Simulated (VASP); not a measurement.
# PbS (Fm-3m) in VASP: a series of runs

Runs on PbS. Level: LDA. Tasks: relaxation of cell and atoms.

All numbers are computed with VASP 6.6.1; they aren't measurements. Logs are shortened: lines on timing, memory, paths and dates and some standing lists are left out, and cuts for length are marked.

### Step 1. The cell of the first run

The structure is cubic, space group Fm-3m (No. 225). Conventional cell: a = 5.931 Å, b = 5.931 Å, c = 5.931 Å, α = 90.00°, β = 90.00°, γ = 90.00°. Within 3.9 Å of Pb (site symmetry m-3m) lie 6 S at 2.97 Å. Within 3.9 Å of S (site symmetry m-3m) lie 6 Pb at 2.97 Å.

### Step 2. Relaxation of cell and atoms, LDA, target pressure -2 GPa, at which the enthalpy is minimised

File INCAR:

```
SYSTEM = PbS
  PREC = Accurate
  ENCUT = 500
  EDIFF = 1E-7
  ISMEAR = 0
  SIGMA = 0.01
  LREAL = .FALSE.
  LASPH = .TRUE.
  NELM = 120
  ALGO = Normal
  ISIF = 3
  LWAVE = .FALSE.
  LCHARG = .FALSE.
  GGA = CA
  IBRION = 2
  NSW = 80
  EDIFFG = -0.03
  PSTRESS = -20.0
  GGA_COMPAT = .FALSE.
  NELMIN = 4
```

File KPOINTS:

```
regular mesh
0
G
  6 6 6
  0 0 0
```

File POSCAR:

```
PbS
1.0
    0.0000000000      2.9657500000      2.9657500000
    2.9657500000      0.0000000000      2.9657500000
    2.9657500000      2.9657500000      0.0000000000
Pb S
1 1
Direct
    0.0000000000      0.0000000000      0.0000000000
    0.5000000000      0.5000000000      0.5000000000
```

Potentials or basis: VASP PAW LDA potentials, release 64 (Pb_d, S).

Started as:

```bash
$ cat potpaw_LDA.64/Pb_d/POTCAR potpaw_LDA.64/S/POTCAR > POTCAR
$ mpirun -np 1 vasp_std > vasp.out
```

OUTCAR:

```text
SYSTEM = PbS
   PREC = Accurate
   ENCUT = 500
   EDIFF = 1E-7
   ISMEAR = 0
   LREAL = .FALSE.
   LASPH = .TRUE.
   NELM = 120
   ISIF = 3
   GGA = CA
   IBRION = 2
   NSW = 80
   EDIFFG = -0.03
   PSTRESS = -20.0
   NELMIN = 4

 ion  position               nearest neighbor table
   1  0.000  0.000  0.000-   2 2.97   2 2.97   2 2.97   2 2.97   2 2.97   2 2.97
   2  0.500  0.500  0.500-   1 2.97   1 2.97   1 2.97   1 2.97   1 2.97   1 2.97

  LATTYP: Found a face centered cubic cell.
 ALAT       =     5.9315000000

  Lattice vectors:

 A1 = (   0.0000000000,   2.9657500000,   2.9657500000)
 A2 = (   2.9657500000,   0.0000000000,   2.9657500000)
 A3 = (   2.9657500000,   2.9657500000,   0.0000000000)

Analysis of symmetry for initial positions (statically):
=====================================================================
 Subroutine PRICEL returns:
 Original cell was already a primitive cell.

 Routine SETGRP: Setting up the symmetry group for a
 face centered cubic supercell.

 Subroutine GETGRP returns: Found 48 space group operations
 (whereof 48 operations were pure point group operations)
 out of a pool of 48 trial point group operations.

The static configuration has the point symmetry O_h .

Analysis of symmetry for dynamics (positions and initial velocities):
=====================================================================
 Subroutine PRICEL returns:
 Original cell was already a primitive cell.

 Routine SETGRP: Setting up the symmetry group for a
 face centered cubic supercell.

 Subroutine GETGRP returns: Found 48 space group operations
 (whereof 48 operations were pure point group operations)
 out of a pool of 48 trial point group operations.

The dynamic configuration has the point symmetry O_h .

 Subroutine INISYM returns: Found 48 space group operations
 (whereof 48 operations are pure point group operations),
 and found     1 'primitive' translations

----------------------------------------------------------------------------------------

                                     Primitive cell

  volume of cell :      52.1715

  direct lattice vectors                    reciprocal lattice vectors
     0.000000000  2.965750000  2.965750000    -0.168591419  0.168591419  0.168591419
     2.965750000  0.000000000  2.965750000     0.168591419 -0.168591419  0.168591419
[... 66 lines left out ...]
 SYSTEM =  PbS
   PREC   = accura    normal or accurate (medium, high low for compatibility)
   ISTART =      0    job   : 0-new  1-cont  2-samecut
   ICHARG =      2    charge: 1-file 2-atom 10-const
   ISPIN  =      1    spin polarized calculation?
   LNONCOLLINEAR =      F non collinear calculations
   LSORBIT =      F    spin-orbit coupling
   LASPH  =      T    aspherical Exc in radial PAW
   ENCUT  =  500.0 eV  36.75 Ry    6.06 a.u.   7.65  7.65  7.65*2*pi/ulx,y,z
   NELM   =    120;   NELMIN=  4; NELMDL= -5     # of ELM steps
   EDIFF  = 0.1E-06   stopping-criterion for ELM
   LREAL  =      F    real-space projection
   EDIFFG = -.3E-01   stopping-criterion for IOM
   NSW    =     80    number of steps for IOM
   IBRION =      2    ionic relax: 0-MD 1-quasi-New 2-CG
   NFREE  =      1    steps in history (QN), initial steepest desc. (CG)
   ISIF   =      3    stress and relaxation
   ISYM   =      2    0-nonsym 1-usesym 2-fastsym
   POTIM  = 0.5000    time-step for ionic-motion
   TEBEG  =    0.0;   TEEND  =   0.0 temperature during run
   PSTRESS=  -20.0 pullay stress
   NELECT =      20.0000    total number of electrons
   NUPDOWN=      -1.0000    fix difference up-down
   EMIN   =  10.00;   EMAX   =-10.00  energy-range for DOS
   EFERMI =   0.00;   METHOD = LEGACY
   ISMEAR =     0;   SIGMA  =   0.01  broadening in eV -4-tet -1-fermi 0-gaus
   EFERMI_NEDOS =   21; number of points for ismear=-14 and -15
   IALGO  =     38    algorithm
   IMIX   =      4    mixing-type and parameters
     AMIX     =   0.40;   BMIX     =  1.00
     AMIX_MAG =   1.60;   BMIX_MAG =  1.00
  volume/ion in A,a.u.               =      26.09       176.04
  Fermi-wavevector in a.u.,A,eV,Ry     =   1.189251  2.247359 19.242973  1.414319
  Thomas-Fermi vector in A             =   2.325363
   LORBIT       =      0    0 simple, 1 ext, 2 COOP (PROOUT), +10 PAW based schemes
   GGA     = CA    functional components
   LHFCALC =     F    Hartree Fock is set to
   AEXX    =    0.0000 exact exchange contribution
   IVDW    =     0    specifies the selected vdW correction
   LEPSILON=     F    determine dielectric tensor
   LRPA    =     F    only Hartree local field effects (RPA)
 conjugate gradient relaxation of ions
 non-spin polarized calculation
 Gauss-broadening in eV      SIGMA  =   0.01
  energy-cutoff  :      500.00
  volume of cell :       52.17
 maximum number of plane-waves:      1363
 NGX is ok and might be reduce to    32
   NGX = 15   NGY = 15   NGZ = 15

--------------------------------------- Ionic step        1  -------------------------------------------

 number of electron      19.9999998 magnetization

 Free energy of the ion-electron system (eV)
  ---------------------------------------------------
  ext. energy  EPLUGINS =         0.00000000
  ---------------------------------------------------
  free energy    TOTEN  =        -9.98417455 eV

  energy without entropy =       -9.98417455  energy(sigma->0) =       -9.98417455

------------------------ aborting loop because EDIFF is reached ----------------------------------------

  FORCE on cell =-STRESS in cart. coord.  units (eV):
  Direction    XX          YY          ZZ          XY          YZ          ZX
  --------------------------------------------------------------------------------------
  -------------------------------------------------------------------------------------
  Total       -0.8376827     -0.8376827     -0.8376827      0.0000000      0.0000000     -0.0000000
  in kB      -25.7250683    -25.7250683    -25.7250683      0.0000000      0.0000000     -0.0000000
  external PRESSURE =      -5.7250683 kB  Pullay stress =     -20.0000000 kB
[... 63 lines left out ...]
--------------------------------------- Ionic step        3  -------------------------------------------

 number of electron      19.9999997 magnetization

 Free energy of the ion-electron system (eV)
  ---------------------------------------------------
  ext. energy  EPLUGINS =         0.00000000
  ---------------------------------------------------
  free energy    TOTEN  =        -9.99169720 eV

  energy without entropy =       -9.99169720  energy(sigma->0) =       -9.99169720

 E-fermi :   5.8138     XC(G=0): -10.0760

 val. band max:        5.7421733968   @ k =   0.5000   0.0000   0.0000
 cond. band min:       5.9134278767   @ k =   0.5000   0.0000   0.0000
 fundamental gap:      0.1712544799
 Fermi energy:         5.8137721386

 k-point     1 :       0.0000    0.0000    0.0000
  band No.  band energies     occupation
      1     -11.0608      2.00000
      2     -11.0608      2.00000
      3     -11.0608      2.00000
      4     -11.0522      2.00000
      5     -11.0522      2.00000
      6      -7.9345      2.00000
      7      -0.3327      2.00000
      8       3.5161      2.00000
      9       3.5161      2.00000
     10       3.5161      2.00000
     11      10.8317      0.00000
     12      10.8317      0.00000
     13      10.8317      0.00000
     14      12.3503      0.00000
[... 286 lines left out ...]
  energy  without entropy=       -9.9916971966  energy(sigma->0) =       -9.99169720

  enthalpy is  TOTEN    =       -10.6363734883 eV   P V=       -0.6446762917

 reached required accuracy - stopping structural energy minimisation
```

CONTCAR:

```text
PbS
   1.00000000000000
     0.0000000000000000    2.9557254885487296    2.9557254885487296
     2.9557254885487296   -0.0000000000000000    2.9557254885487296
     2.9557254885487296    2.9557254885487296   -0.0000000000000000
  Pb              S
     1     1
Direct
     0.0000000000000000    0.0000000000000000    0.0000000000000000
     0.5000000000000000    0.5000000000000000    0.5000000000000000

  0.00000000E+00  0.00000000E+00  0.00000000E+00
  0.00000000E+00  0.00000000E+00  0.00000000E+00
```

Wall time 28 s (1 thread of Intel Xeon 8259CL, shared host); peak memory 0.17 GiB.

Results:

| Item | Value |
| --- | --- |
| Free energy | -9.9917 eV |
| Relaxed volume | 25.82 Å³/atom |
| Relaxed cell | a = 4.180 Å, b = 4.180 Å, c = 4.180 Å, α = 60.00°, β = 60.00°, γ = 60.00° |
| Space group after relaxing (to 0.1 Å) | Fm-3m (No. 225) |
| Energy change on relaxing (the run minimises the enthalpy) | -3.8 meV/atom |
| Ionic steps | 3 |
| Pressure after relaxing | -2.0 GPa |
| Band gap on the k mesh | 0.17 eV |

Step by step:
| step | energy change (eV) | largest force (eV/Å) | pressure (GPa) | volume (Å³) |
| --- | --- | --- | --- | --- |
| 1 | 0.0000 | 0.0000 | -2.57 | 52.17 |
| 2 | -0.0096 | 0.0000 | -1.81 | 51.47 |
| 3 | -0.0075 | 0.0000 | -2.00 | 51.64 |

Final structure:
```cif
data_structure
_symmetry_space_group_name_H-M 'P 1'
_symmetry_Int_Tables_number 1
_cell_length_a 4.1800
_cell_length_b 4.1800
_cell_length_c 4.1800
_cell_angle_alpha 60.000
_cell_angle_beta 60.000
_cell_angle_gamma 60.000
_cell_volume 51.64
loop_
_atom_site_label
_atom_site_type_symbol
_atom_site_fract_x
_atom_site_fract_y
_atom_site_fract_z
_atom_site_occupancy
Pb1 Pb 0.00000 0.00000 0.00000 1
S1 S 0.50000 0.50000 0.50000 1
```

Caveat: the cell is relaxed towards a set pressure, so the run minimises the enthalpy, not the energy; spin-orbit coupling is left out, which moves the levels of the heavy elements. LDA usually gives volumes a few per cent too small.

### Step 3. Relaxation of cell and atoms, LDA

File INCAR:

```
ALGO = Normal ; EDIFF = 1E-7
EDIFFG = -0.03 ; ENCUT = 500
GGA = CA ; GGA_COMPAT = F
IBRION = 2 ; ISIF = 3
ISMEAR = 0 ; LASPH = T
LCHARG = F ; LREAL = F
LWAVE = F ; NELM = 120
NELMIN = 4 ; NSW = 80
PREC = Accurate ; SIGMA = 0.01
```

File KPOINTS:

```
k-points
0
Gamma
  6 6 6
```

POSCAR is that of step 2.

Potentials or basis: VASP PAW LDA potentials, release 64 (Pb_d, S).

Started as:

```bash
$ cat potpaw_LDA.64/Pb_d/POTCAR potpaw_LDA.64/S/POTCAR > POTCAR
$ mpirun -np 1 vasp_std > vasp.out
```

Wall time 30 s (1 thread of Intel Xeon 8259CL, shared host); peak memory 0.17 GiB.

Results (log left out):

* Free energy: -10.0024 eV
* Relaxed volume: 24.93 Å³/atom
* Relaxed cell: a = 4.131 Å, b = 4.131 Å, c = 4.131 Å, α = 60.00°, β = 60.00°, γ = 60.00°
* Space group after relaxing (to 0.1 Å): Fm-3m (No. 225)
* Energy gained by relaxing: 9.1 meV/atom
* Ionic steps: 3
* Pressure after relaxing: 0.1 GPa
* Band gap on the k mesh: 0.03 eV

Step by step:
```tsv
step	energy change (eV)	largest force (eV/Å)	pressure (GPa)	volume (Å³)
1	0.0000	0.0000	-2.57	52.17
2	-0.0160	0.0000	0.73	49.07
3	-0.0183	0.0000	0.13	49.86
```

Final structure:
```cif
data_structure
_symmetry_space_group_name_H-M 'P 1'
_symmetry_Int_Tables_number 1
_cell_length_a 4.1314
_cell_length_b 4.1314
_cell_length_c 4.1314
_cell_angle_alpha 60.000
_cell_angle_beta 60.000
_cell_angle_gamma 60.000
_cell_volume 49.86
loop_
_atom_site_label
_atom_site_type_symbol
_atom_site_fract_x
_atom_site_fract_y
_atom_site_fract_z
_atom_site_occupancy
Pb1 Pb 0.00000 0.00000 0.00000 1
S1 S 0.50000 0.50000 0.50000 1
```

Levels at points of the mesh, in eV from the valence-band top:
| k point | band 7 | band 8 | band 9 | band 10 | band 11 | band 12 | band 13 | band 14 |
| --- | --- | --- | --- | --- | --- | --- | --- | --- |
| (0.00, 0.00, 0.00) | -6.05 | -2.45 | -2.45 | -2.45 | 5.15 | 5.15 | 5.15 | 6.47 |
| (0.50, 0.00, 0.00) | -9.27 | -2.01 | -2.01 | 0.00 | 0.03 | 1.67 | 1.67 | 8.47 |
| (0.50, 0.50, 0.00) | -7.41 | -5.71 | -3.82 | -3.82 | 3.47 | 5.56 | 5.68 | 5.68 |

Caveat: spin-orbit coupling is left out, which moves the levels of the heavy elements.

### Step 4. Relaxation of cell and atoms, LDA, target pressure 2 GPa, at which the enthalpy is minimised

File INCAR:

```
SYSTEM = PbS
PREC = Accurate ; ENCUT = 500
EDIFF = 1E-7 ; ISMEAR = 0
SIGMA = 0.01 ; LREAL = .False.
LASPH = .True. ; NELM = 120
ALGO = Normal ; ISIF = 3
LWAVE = .False. ; LCHARG = .False.
IBRION = 2 ; NSW = 80
EDIFFG = -0.03 ; PSTRESS = 20.0
GGA_COMPAT = .False. ; NELMIN = 4
```

File KPOINTS:

```
regular mesh
0
Gamma
  6 6 6
  0 0 0
```

POSCAR is that of step 3.

Started as:

```bash
$ cat potpaw_LDA.64/Pb_d/POTCAR potpaw_LDA.64/S/POTCAR > POTCAR
$ mpirun -np 1 vasp_std > vasp.out
```

Wall time 36 s (1 thread of Intel Xeon 8259CL, shared host); peak memory 0.17 GiB.

Results (log left out):

| Item | Value |
| --- | --- |
| Free energy | -9.9939 eV |
| Relaxed volume | 24.15 Å³/atom |
| Relaxed cell | a = 4.088 Å, b = 4.088 Å, c = 4.088 Å, α = 60.00°, β = 60.00°, γ = 60.00° |
| Space group after relaxing (to 0.1 Å) | Fm-3m (No. 225) |
| Energy change on relaxing (the run minimises the enthalpy) | -4.9 meV/atom |
| Ionic steps | 3 |
| Pressure after relaxing | 1.8 GPa |
| Band gap on the k mesh | 0.09 eV |

Step by step:
```
step  energy change (eV)  largest force (eV/Å)  pressure (GPa)  volume (Å³)
   1              0.0000                0.0000           -2.57        52.17
   2              0.0199                0.0000            4.39        46.75
   3             -0.0098                0.0000            1.84        48.29
```

Final structure:
```yaml
crystal:
  lattice:
    - [0.00000, 2.89035, 2.89035]
    - [2.89035, 0.00000, 2.89035]
    - [2.89035, 2.89035, 0.00000]
  atoms:
    - { symbol: Pb, position: [0.00000, 0.00000, 0.00000] }
    - { symbol: S, position: [0.50000, 0.50000, 0.50000] }
```

Levels at points of the mesh, in eV from the valence-band top:
```
           k point  band 7  band 8  band 9  band 10  band 11  band 12  band 13  band 14
(0.00, 0.00, 0.00)   -5.94   -2.58   -2.58    -2.58     5.30     5.30     5.30     6.44
(0.50, 0.00, 0.00)   -9.42   -2.10   -2.10     0.00     0.09     1.65     1.65     8.57
(0.50, 0.50, 0.00)   -7.41   -5.96   -4.00    -4.00     3.38     5.71     5.85     5.85
```

Caveat: the cell is relaxed towards a set pressure, so the run minimises the enthalpy, not the energy; spin-orbit coupling is left out, which moves the levels of the heavy elements.

(Part 1 of 2 ends here.)
